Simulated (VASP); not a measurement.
# Bi in VASP: a series of runs, part 2 of 2

VASP 6.6.1.

**3. Single point, PBE+D3(BJ)**

This run uses another cell than the first one.

Input file INCAR:

```
PREC = Accurate
ENCUT = 520
EDIFF = 1E-6
ISMEAR = 0
SIGMA = 0.1
LREAL = Auto
LASPH = T
NELM = 60
ALGO = Normal
ISIF = 2
LWAVE = F
LCHARG = F
LDIPOL = T
IDIPOL = 3
DIPOL = 0.5 0.5 0.506
GGA = PE
IVDW = 12
NBANDS = 134
```

Input file KPOINTS:

```
regular mesh
0
Gamma
  3 3 1
```

Input file POSCAR:

```
Bi
1.0
    9.0651812798      0.0000000000      0.0000000000
   -4.5325906399      8.2023281398      0.0000000000
    0.0000000000      0.0000000000     21.4844415716
Bi
16
Direct
    0.4860765306      0.4721530611      0.3723624826
    0.4860765306      0.9721530611      0.3723624826
    0.9860765306      0.4721530611      0.3723624826
    0.9860765306      0.9721530611      0.3723624826
    0.6666057789      0.3332115579      0.4544795673
    0.6666057789      0.8332115579      0.4544795673
    0.1666057790      0.3332115579      0.4544795673
    0.1666057790      0.8332115579      0.4544795673
    0.8204619328      0.6409238655      0.5614608906
    0.8204619328      0.1409238655      0.5614608906
    0.3204619328      0.6409238655      0.5614608906
    0.3204619328      0.1409238655      0.5614608906
    0.9864800362      0.4729600723      0.6349790356
    0.9864800362      0.9729600723      0.6349790356
    0.4864800362      0.4729600723      0.6349790356
    0.4864800362      0.9729600723      0.6349790356
```

Potentials or basis: VASP PAW PBE potentials, release 64 (Bi_d).

Started as:

```
> cat potpaw_PBE.64/Bi_d/POTCAR > POTCAR
> mpirun -np 1 vasp_std > vasp.out
```

OUTCAR:

```text
PREC = Accurate
   ENCUT = 520
   EDIFF = 1E-6
   ISMEAR = 0
   LREAL = Auto
   LASPH = T
   NELM = 60
   ISIF = 2
   GGA = PE
   IVDW = 12
 IVDW          = 12

 ion  position               nearest neighbor table
   1  0.486  0.472  0.372-   5 3.09   7 3.09   6 3.45
   2  0.486  0.972  0.372-   6 3.09   8 3.09   5 3.45
   3  0.986  0.472  0.372-   7 3.09   5 3.09   8 3.45
   4  0.986  0.972  0.372-   8 3.09   6 3.09   7 3.45
   5  0.667  0.333  0.454-   1 3.09   3 3.09   9 3.41   2 3.45  12 3.59  10 3.59
   6  0.667  0.833  0.454-   2 3.09   4 3.09  10 3.41   1 3.45  11 3.59   9 3.59
   7  0.167  0.333  0.454-   1 3.09   3 3.09  11 3.41   4 3.45  10 3.59  12 3.59
   8  0.167  0.833  0.454-   2 3.09   4 3.09  12 3.41   3 3.45  11 3.59   9 3.59
   9  0.820  0.641  0.561-  13 3.09  15 3.09  14 3.15   5 3.41   8 3.59   6 3.59
  10  0.820  0.141  0.561-  14 3.09  16 3.09  13 3.15   6 3.41   7 3.59   5 3.59
  11  0.320  0.641  0.561-  13 3.09  15 3.09  16 3.15   7 3.41   6 3.59   8 3.59
  12  0.320  0.141  0.561-  14 3.09  16 3.09  15 3.15   8 3.41   5 3.59   7 3.59
  13  0.986  0.473  0.635-   9 3.09  11 3.09  10 3.15
  14  0.986  0.973  0.635-  10 3.09  12 3.09   9 3.15
  15  0.486  0.473  0.635-   9 3.09  11 3.09  12 3.15
  16  0.486  0.973  0.635-  10 3.09  12 3.09  11 3.15
[... 8 lines left out ...]
 A1 = (   4.5325906399,  -8.2023281398,   0.0000000000)
 A2 = (   4.5325906399,   8.2023281398,   0.0000000000)
 A3 = (   0.0000000000,   0.0000000000,  21.4844415716)

Analysis of symmetry for initial positions (statically):
=====================================================================
 Subroutine PRICEL returns following result:

  LATTYP: Found a base centered orthorhombic cell.
 ALAT       =     4.5325906399
 B/A-ratio  =     1.8096335609
 C/A-ratio  =     4.7399916027

  Lattice vectors:

 A1 = (   2.2662953200,  -4.1011640699,   0.0000000000)
 A2 = (   2.2662953200,   4.1011640699,   0.0000000000)
 A3 = (   0.0000000000,   0.0000000000,  21.4844415716)

   4 primitive cells build up your supercell.

 Routine SETGRP: Setting up the symmetry group for a
 base centered orthorhombic supercell.

 Subroutine GETGRP returns: Found  2 space group operations
[... 147 lines left out ...]
 maximum number of plane-waves:     43101
 NGX is ok and might be reduce to    70
   NGX = 33   NGY = 35   NGZ = 79

 dipolmoment           0.000000      0.000000     -0.003286 electrons x Angstroem

 number of electron     240.0000018 magnetization

 dipolmoment           0.000000      0.000000      0.016832 electrons x Angstroem

 Free energy of the ion-electron system (eV)
  ---------------------------------------------------
  ext. energy  EPLUGINS =         0.00000000
  ---------------------------------------------------
  free energy    TOTEN  =       -59.95485355 eV

  energy without entropy =      -59.94784665  energy(sigma->0) =      -59.95135010

 E-fermi :  -0.6100     XC(G=0):  -4.1204

 val. band max:       -0.7553665994   @ k =   0.3333   0.3333   0.0000
 cond. band min:      -0.5212076903   @ k =   0.0000   0.0000   0.0000
 fundamental gap:      0.2341589091
 Fermi energy:        -0.6099976850

 k-point     1 :       0.0000    0.0000    0.0000
  band No.  band energies     occupation
      1     -23.2258      2.00000
      2     -23.2186      2.00000
      3     -23.2179      2.00000
      4     -23.2108      2.00000
      5     -23.2108      2.00000
      6     -23.1672      2.00000
[... 529 lines left out ...]
    131       1.3977      0.00000
    132       1.5201      0.00000
 [bands above 132 left out]

------------------------ aborting loop because EDIFF is reached ----------------------------------------

 vacuum level on the upper side and lower side of the slab       (xc-potential included)        -0.125        -0.157

 Edisp (eV)   -4.75898

 E8    (eV) :    -2.4596

  FORCE on cell =-STRESS in cart. coord.  units (eV):
  Direction    XX          YY          ZZ          XY          YZ          ZX
  --------------------------------------------------------------------------------------
  -------------------------------------------------------------------------------------
  Total     -10.17465   -17.27844    -5.26028     0.00000    -3.10660     0.00000
  in kB     -10.20452   -17.32916    -5.27572     0.00000    -3.11572     0.00000
  external pressure =      -10.94 kB  Pullay stress =        0.00 kB

 VOLUME and BASIS-vectors are now :
 -----------------------------------------------------------------------------
  energy-cutoff  :      520.00
  volume of cell :     1597.49
      direct lattice vectors                 reciprocal lattice vectors
     9.065181280  0.000000000  0.000000000     0.110312190  0.060958303  0.000000000
    -4.532590640  8.202328140  0.000000000     0.000000000  0.121916605  0.000000000
     0.000000000  0.000000000 21.484441572     0.000000000  0.000000000  0.046545310

 POSITION                                       TOTAL-FORCE (eV/Angst)
 -----------------------------------------------------------------------------------
      2.26630      3.87275      8.00000        -0.000000      0.442063      0.694085
      0.00000      7.97392      8.00000        -0.000000      0.442063      0.694085
      6.79889      3.87275      8.00000        -0.000000      0.442063      0.694085
      4.53259      7.97392      8.00000        -0.000000      0.442063      0.694085
      4.53259      2.73311      9.76424         0.000000     -0.444921     -0.699586
      2.26630      6.83427      9.76424         0.000000     -0.444921     -0.699586
[... 8 lines left out ...]
      2.26630      3.87937     13.64217         0.000000      0.003041      0.012522
      0.00000      7.98054     13.64217         0.000000      0.003041      0.012522
 -----------------------------------------------------------------------------------
    total drift:                               -0.000006      0.001988     -0.007968

  FREE ENERGIE OF THE ION-ELECTRON SYSTEM (eV)
  ---------------------------------------------------
  free  energy   TOTEN  =       -64.7138308167 eV

  energy  without entropy=      -64.7068239225  energy(sigma->0) =      -64.71032737

 vacuum level on the upper side and lower side of the slab         3.571         3.543
```

OSZICAR:

```text
N       E                     dE             d eps       ncg     rms          rms(c)
DAV:   1     0.256024816890E+04    0.25602E+04   -0.11524E+05  1408   0.158E+03
DAV:   2     0.174201624697E+03   -0.23860E+04   -0.23595E+04  1224   0.428E+02
DAV:   3    -0.488632390855E+02   -0.22306E+03   -0.22024E+03  1208   0.167E+02
DAV:   4    -0.595753156934E+02   -0.10712E+02   -0.10639E+02  1176   0.372E+01
[... 15 lines left out ...]
DAV:  20    -0.599547957391E+02   -0.33183E-04   -0.93132E-07   714   0.103E-02    0.921E-04
DAV:  21    -0.599548304084E+02   -0.34669E-04   -0.11605E-06   730   0.573E-03    0.851E-04
DAV:  22    -0.599548483934E+02   -0.17985E-04   -0.60780E-07   666   0.622E-03    0.382E-04
DAV:  23    -0.599548526064E+02   -0.42130E-05   -0.12687E-07   666   0.163E-03    0.296E-04
DAV:  24    -0.599548535485E+02   -0.94208E-06   -0.24306E-08   604   0.971E-04
   1 F= -.64713831E+02 E0= -.64710327E+02  d E =-.700689E-02
```

It took 46 min on 1 thread of Oxide Virtual Turin-like, shared host; peak memory 1.5 GiB.

What came out:

```
Free energy                : -64.7138 eV
Largest force              : 0.829 eV/Å
Dispersion energy per atom : -0.297 eV
```

Forces on the atoms (eV/Å):
```
Bi   0.000  0.442  0.694
Bi   0.000  0.442  0.694
Bi   0.000  0.442  0.694
Bi   0.000  0.442  0.694
Bi   0.000 -0.445 -0.700
Bi   0.000 -0.445 -0.700
Bi   0.000 -0.445 -0.700
Bi   0.000 -0.445 -0.700
Bi   0.000  0.000 -0.007
Bi   0.000  0.000 -0.007
Bi   0.000  0.000 -0.007
Bi   0.000  0.000 -0.007
Bi   0.000  0.003  0.013
Bi   0.000  0.003  0.013
Bi   0.000  0.003  0.013
Bi   0.000  0.003  0.013
```

Levels at points of the mesh, in eV from the Fermi level:
| k point | band 116 | band 117 | band 118 | band 119 | band 120 | band 121 | band 122 | band 123 | band 124 | band 125 |
| --- | --- | --- | --- | --- | --- | --- | --- | --- | --- | --- |
| (0.00, 0.00, 0.00) | -0.73 | -0.69 | -0.49 | -0.22 | -0.16 | 0.09 | 0.66 | 0.66 | 0.87 | 1.16 |

Caveat: spin-orbit coupling is left out, which moves the levels of the heavy elements.
